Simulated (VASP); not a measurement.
# NbRu3 in VASP: further runs

NbRu3 is run at these levels: LDA; tasks: electric field gradients.

Everything below comes from runs of VASP 6.6.1. Logs are shortened: lines on timing, memory, paths and dates and some standing lists are left out, and cuts for length are marked.

## (1) The cell of the first run

Symmetry: Pm-3m, No. 221, cubic system. The conventional cell has a = 3.893 Å, b = 3.893 Å, c = 3.893 Å, α = 90.00°, β = 90.00°, γ = 90.00°. Within 3.6 Å of Nb (site symmetry m-3m) lie 12 Ru at 2.75 Å. Within 3.6 Å of Ru (site symmetry 4/mmm) lie 4 Nb at 2.75 Å and 8 Ru at 2.75 Å.

## (2) Electric field gradients, LDA (14.75 Å³/atom)

Contents of INCAR:

```
ALGO = Normal ; EDIFF = 1E-8
ENCUT = 520 ; GGA = CA
ISIF = 2 ; ISMEAR = -1
LASPH = T ; LCHARG = F
LEFG = T ; LREAL = F
LWAVE = F ; NBANDS = 36
NELM = 60 ; PREC = Accurate
SIGMA = 0.05
```

Contents of KPOINTS:

```
k-points
0
Gamma
  9 9 9
```

Contents of POSCAR:

```
NbRu3
1.0
    3.8928904601      0.0000000000      0.0000000000
    0.0000000000      3.8928904601      0.0000000000
    0.0000000000      0.0000000000      3.8928904601
Nb Ru
1 3
Direct
    0.0000000000      0.0000000000      0.0000000000
    0.0000000000      0.5000000000      0.5000000000
    0.5000000000      0.0000000000      0.5000000000
    0.5000000000      0.5000000000      0.0000000000
```

Potentials or basis: VASP PAW LDA potentials, release 64 (Nb_sv, Ru_pv).

Command:

```sh
cat potpaw_LDA.64/Nb_sv/POTCAR potpaw_LDA.64/Ru_pv/POTCAR > POTCAR
mpirun -np 1 vasp_std > vasp.out
```

OUTCAR:

```text
EDIFF = 1E-8
   ENCUT = 520
   GGA = CA
   ISIF = 2
   ISMEAR = -1
   LASPH = T
   LREAL = F
   NELM = 60
   PREC = Accurate

 ion  position               nearest neighbor table
   1  0.000  0.000  0.000-   2 2.75   3 2.75   4 2.75   2 2.75   3 2.75   2 2.75   4 2.75   2 2.75
                             3 2.75   4 2.75   3 2.75   4 2.75
   2  0.000  0.500  0.500-   1 2.75   3 2.75   4 2.75   1 2.75   4 2.75   1 2.75   3 2.75   1 2.75
                             3 2.75   4 2.75   4 2.75   3 2.75
   3  0.500  0.000  0.500-   1 2.75   2 2.75   4 2.75   1 2.75   4 2.75   2 2.75   4 2.75   4 2.75
                             1 2.75   2 2.75   1 2.75   2 2.75
   4  0.500  0.500  0.000-   1 2.75   2 2.75   3 2.75   2 2.75   3 2.75   1 2.75   3 2.75   3 2.75
                             1 2.75   2 2.75   2 2.75   1 2.75

  LATTYP: Found a simple cubic cell.
 ALAT       =     3.8928904601

  Lattice vectors:

 A1 = (   3.8928904601,   0.0000000000,   0.0000000000)
 A2 = (   0.0000000000,   3.8928904601,   0.0000000000)
 A3 = (   0.0000000000,   0.0000000000,   3.8928904601)

Analysis of symmetry for initial positions (statically):
=====================================================================
 Subroutine PRICEL returns:
 Original cell was already a primitive cell.

 Routine SETGRP: Setting up the symmetry group for a
 simple cubic supercell.

 Subroutine GETGRP returns: Found 48 space group operations
 (whereof 48 operations were pure point group operations)
 out of a pool of 48 trial point group operations.

The static configuration has the point symmetry O_h .

Analysis of symmetry for dynamics (positions and initial velocities):
=====================================================================
 Subroutine PRICEL returns:
 Original cell was already a primitive cell.

 Routine SETGRP: Setting up the symmetry group for a
 simple cubic supercell.

 Subroutine GETGRP returns: Found 48 space group operations
 (whereof 48 operations were pure point group operations)
 out of a pool of 48 trial point group operations.

The dynamic configuration has the point symmetry O_h .

 Subroutine INISYM returns: Found 48 space group operations
 (whereof 48 operations are pure point group operations),
 and found     1 'primitive' translations

----------------------------------------------------------------------------------------

                                     Primitive cell

  volume of cell :      58.9952

  direct lattice vectors                    reciprocal lattice vectors
     3.892890460  0.000000000  0.000000000     0.256878535  0.000000000  0.000000000
     0.000000000  3.892890460  0.000000000     0.000000000  0.256878535  0.000000000
     0.000000000  0.000000000  3.892890460     0.000000000  0.000000000  0.256878535

  length of vectors
     3.892890460  3.892890460  3.892890460     0.256878535  0.256878535  0.256878535

  position of ions in fractional coordinates (direct lattice)
     0.000000000  0.000000000  0.000000000
     0.000000000  0.500000000  0.500000000
     0.500000000  0.000000000  0.500000000
     0.500000000  0.500000000  0.000000000

  ion indices of the primitive-cell ions
   primitive index   ion index
                 1           1
                 2           2
                 3           3
                 4           4

----------------------------------------------------------------------------------------

 KPOINTS: k-points

Automatic generation of k-mesh.
 Grid dimensions read from file:
 generate k-points for:    9    9    9

 Generating k-lattice:

  Cartesian coordinates                     Fractional coordinates (reciprocal lattice)
     0.028542059  0.000000000  0.000000000     0.111111111  0.000000000  0.000000000
     0.000000000  0.028542059  0.000000000     0.000000000  0.111111111  0.000000000
     0.000000000  0.000000000  0.028542059     0.000000000  0.000000000  0.111111111

  Length of vectors
     0.028542059  0.028542059  0.028542059

  Shift w.r.t. Gamma in fractional coordinates (k-lattice)
     0.000000000  0.000000000  0.000000000

 Subroutine IBZKPT returns following result:
 ===========================================

 Found     35 irreducible k-points:

 Following reciprocal coordinates:
            Coordinates               Weight
  0.000000  0.000000  0.000000      1.000000
  0.111111  0.000000  0.000000      6.000000
  0.222222  0.000000  0.000000      6.000000
  0.333333  0.000000  0.000000      6.000000
  0.444444  0.000000  0.000000      6.000000
  0.111111  0.111111  0.000000     12.000000
[... 16 lines left out ...]
  0.333333  0.333333  0.111111     24.000000
  0.444444  0.333333  0.111111     48.000000
 [... further k-points ...]
   k-points           NKPTS =     35   k-points in BZ     NKDIM =     35   number of bands    NBANDS=     36
   number of dos      NEDOS =    301   number of ions     NIONS =      4
   total plane-waves  NPLWV =  27000
   dimension x,y,z NGX =    30 NGY =   30 NGZ =   30
   dimension x,y,z NGXF=    60 NGYF=   60 NGZF=   60
   ions per type =               1   3
   NGX,Y,Z   is equivalent  to a cutoff of  12.81, 12.81, 12.81 a.u.
   NGXF,Y,Z  is equivalent  to a cutoff of  25.62, 25.62, 25.62 a.u.
 SYSTEM =  unknown system
   PREC   = accura    normal or accurate (medium, high low for compatibility)
   ISTART =      0    job   : 0-new  1-cont  2-samecut
   ICHARG =      2    charge: 1-file 2-atom 10-const
   ISPIN  =      1    spin polarized calculation?
   LNONCOLLINEAR =      F non collinear calculations
   LSORBIT =      F    spin-orbit coupling
   LASPH  =      T    aspherical Exc in radial PAW
   ENCUT  =  520.0 eV  38.22 Ry    6.18 a.u.   7.24  7.24  7.24*2*pi/ulx,y,z
   NELM   =     60;   NELMIN=  2; NELMDL= -5     # of ELM steps
   EDIFF  = 0.1E-07   stopping-criterion for ELM
   LREAL  =      F    real-space projection
   EDIFFG = 0.1E-06   stopping-criterion for IOM
   NSW    =      0    number of steps for IOM
   IBRION =     -1    ionic relax: 0-MD 1-quasi-New 2-CG
   NFREE  =      0    steps in history (QN), initial steepest desc. (CG)
   ISIF   =      2    stress and relaxation
   ISYM   =      2    0-nonsym 1-usesym 2-fastsym
   POTIM  = 0.5000    time-step for ionic-motion
   TEBEG  =    0.0;   TEEND  =   0.0 temperature during run
   PSTRESS=    0.0 pullay stress
   NELECT =      55.0000    total number of electrons
   NUPDOWN=      -1.0000    fix difference up-down
   EMIN   =  10.00;   EMAX   =-10.00  energy-range for DOS
   EFERMI =   0.00;   METHOD = LEGACY
   ISMEAR =    -1;   SIGMA  =   0.05  broadening in eV -4-tet -1-fermi 0-gaus
   EFERMI_NEDOS =   21; number of points for ismear=-14 and -15
   IALGO  =     38    algorithm
   IMIX   =      4    mixing-type and parameters
     AMIX     =   0.40;   BMIX     =  1.00
     AMIX_MAG =   1.60;   BMIX_MAG =  1.00
  volume/ion in A,a.u.               =      14.75        99.53
  Fermi-wavevector in a.u.,A,eV,Ry     =   1.599276  3.022194 34.799420  2.557685
  Thomas-Fermi vector in A             =   2.696595
   LORBIT       =      0    0 simple, 1 ext, 2 COOP (PROOUT), +10 PAW based schemes
   GGA     = CA    functional components
   LHFCALC =     F    Hartree Fock is set to
   AEXX    =    0.0000 exact exchange contribution
   IVDW    =     0    specifies the selected vdW correction
   LEPSILON=     F    determine dielectric tensor
   LRPA    =     F    only Hartree local field effects (RPA)
 non-spin polarized calculation
  energy-cutoff  :      520.00
  volume of cell :       59.00
 maximum number of plane-waves:      1604
 NGX is ok and might be reduce to    30
   NGX = 15   NGY = 15   NGZ = 15

 number of electron      54.9999995 magnetization

 Free energy of the ion-electron system (eV)
  ---------------------------------------------------
  ext. energy  EPLUGINS =         0.00000000
  ---------------------------------------------------
  free energy    TOTEN  =       -43.72172571 eV

  energy without entropy =      -43.67654277  energy(sigma->0) =      -43.69913424

 E-fermi :  11.8570     XC(G=0): -13.8526

 val. band max:       11.8488834802   @ k =   0.4444   0.4444   0.3333
 cond. band min:      11.8685901860   @ k =   0.4444   0.3333   0.3333
 fundamental gap:      0.0197067057
 Fermi energy:        11.8570126146

 k-point     1 :       0.0000    0.0000    0.0000
  band No.  band energies     occupation
      1     -42.5928      2.00000
      2     -30.6410      2.00000
      3     -30.6410      2.00000
      4     -30.6410      2.00000
      5     -30.2642      2.00000
      6     -30.2642      2.00000
[... 28 lines left out ...]
     35      16.5311      0.00000
     36      16.5311      0.00000

 k-point     2 :       0.1111    0.0000    0.0000
  band No.  band energies     occupation
      1     -42.5930      2.00000
      2     -30.6311      2.00000
      3     -30.6311      2.00000
      4     -30.6244      2.00000
      5     -30.2673      2.00000
      6     -30.2673      2.00000
[... 28 lines left out ...]
     35      16.5197      0.00000
     36      17.4508      0.00000

 k-point     3 :       0.2222    0.0000    0.0000
  band No.  band energies     occupation
      1     -42.5935      2.00000
      2     -30.6036      2.00000
      3     -30.6036      2.00000
      4     -30.5766      2.00000
      5     -30.2779      2.00000
      6     -30.2779      2.00000
[... 28 lines left out ...]
     35      16.4937      0.00000
     36      18.9284      0.00000
[... 742 lines left out ...]
 k-point    23 :       0.3333    0.3333    0.1111
  band No.  band energies     occupation
      1     -42.5930      2.00000
      2     -30.6418      2.00000
      3     -30.4969      2.00000
      4     -30.4222      2.00000
      5     -30.4195      2.00000
      6     -30.3251      2.00000
[... 28 lines left out ...]
     35      16.4075      0.00000
     36      17.8937      0.00000

 k-point    24 :       0.4444    0.3333    0.1111
  band No.  band energies     occupation
      1     -42.5928      2.00000
      2     -30.6371      2.00000
      3     -30.5236      2.00000
      4     -30.4123      2.00000
      5     -30.4084      2.00000
      6     -30.3480      2.00000
[... 28 lines left out ...]
     35      15.7129      0.00000
     36      18.3416      0.00000

 [... further k-points ...]
[... 5 lines left out ...]
  --------------------------------------------------------------------------------------
  -------------------------------------------------------------------------------------
  Total       -4.9675241     -4.9675241     -4.9675241      0.0000000      0.0000000      0.0000000
  in kB     -134.9068542   -134.9068542   -134.9068542      0.0000000      0.0000000      0.0000000
  external PRESSURE =    -134.9068542 kB  Pullay stress =       0.0000000 kB

 VOLUME and BASIS-vectors are now :
 -----------------------------------------------------------------------------
  energy-cutoff  :      520.00
  volume of cell :       59.00
      direct lattice vectors                 reciprocal lattice vectors
     3.892890460  0.000000000  0.000000000     0.256878535  0.000000000  0.000000000
     0.000000000  3.892890460  0.000000000     0.000000000  0.256878535  0.000000000
     0.000000000  0.000000000  3.892890460     0.000000000  0.000000000  0.256878535

 POSITION                                       TOTAL-FORCE (eV/Angst)
 -----------------------------------------------------------------------------------
      0.00000      0.00000      0.00000         0.000000      0.000000      0.000000
      0.00000      1.94645      1.94645         0.000000      0.000000      0.000000
      1.94645      0.00000      1.94645         0.000000      0.000000      0.000000
      1.94645      1.94645      0.00000         0.000000      0.000000      0.000000
 -----------------------------------------------------------------------------------
    total drift:                                0.000000      0.000000     -0.000000

  FREE ENERGIE OF THE ION-ELECTRON SYSTEM (eV)
  ---------------------------------------------------
  free  energy   TOTEN  =       -43.7217257149 eV

  energy  without entropy=      -43.6765427665  energy(sigma->0) =      -43.69913424

 Electric field gradients (V/A^2)
---------------------------------------------------------------------
 ion       V_xx      V_yy      V_zz      V_xy      V_xz      V_yz
---------------------------------------------------------------------
   1       0.000    -0.000    -0.000    -0.000    -0.000     0.000
   2     -11.389     5.694     5.694    -0.000     0.000     0.000
   3       5.694   -11.389     5.694     0.000     0.000    -0.000
   4       5.694     5.694   -11.389     0.000     0.000     0.000
---------------------------------------------------------------------

 Electric field gradients after diagonalization (V/A^2)
 (convention: |V_zz| > |V_xx| > |V_yy|)
----------------------------------------------------------------------
 ion       V_xx      V_yy      V_zz     asymmetry (V_yy - V_xx)/ V_zz
----------------------------------------------------------------------
   1       0.000    -0.000    -0.000       0.382
   2       5.694     5.694   -11.389       0.000
   3       5.694     5.694   -11.389       0.000
   4       5.694     5.694   -11.389       0.000
----------------------------------------------------------------------

           NMR quadrupolar parameters

 Cq : quadrupolar parameter    Cq=e*Q*V_zz/h
 eta: asymmetry parameters     (V_yy - V_xx)/ V_zz
 Q  : nuclear electric quadrupole moment in mb (millibarn)
----------------------------------------------------------------------
 ion       Cq(MHz)       eta       Q (mb)
----------------------------------------------------------------------
   1      -0.000       0.382       1.000
   2      -0.028       0.000       1.000
   3      -0.028       0.000       1.000
   4      -0.028       0.000       1.000
----------------------------------------------------------------------
```

Wall time 1.7 min (1 thread of Intel Xeon 8259CL, shared host); peak memory 0.19 GiB.

What came out:

* Free energy: -43.7217 eV
* Pressure: -13.5 GPa
* Band gap on the k mesh: zero (an odd number of electrons rules out a gap without spin polarisation)
* Largest electric field gradient by atom: Nb +0.0; Ru -11.4 V/Å²

Levels at points of the mesh, in eV from the Fermi level:
| k point | band 26 | band 27 | band 28 | band 29 | band 30 | band 31 |
| --- | --- | --- | --- | --- | --- | --- |
| (0.00, 0.00, 0.00) | 1.76 | 2.28 | 2.28 | 2.28 | 3.59 | 3.59 |

Electric field gradients, principal values (V/Å²):
| atom | least | middle | greatest (by size) |
| --- | --- | --- | --- |
| 1 Nb | 0.000 | 0.000 | 0.000 |
| 2 Ru | 5.694 | 5.694 | -11.389 |
| 3 Ru | 5.694 | 5.694 | -11.389 |
| 4 Ru | 5.694 | 5.694 | -11.389 |

Caveat: the cell stands under tension; without QUAD_EFG the Cq values of the log hold for a quadrupole moment of 1 mb, not for the nuclei.

(Part 1 of 2 ends here.)
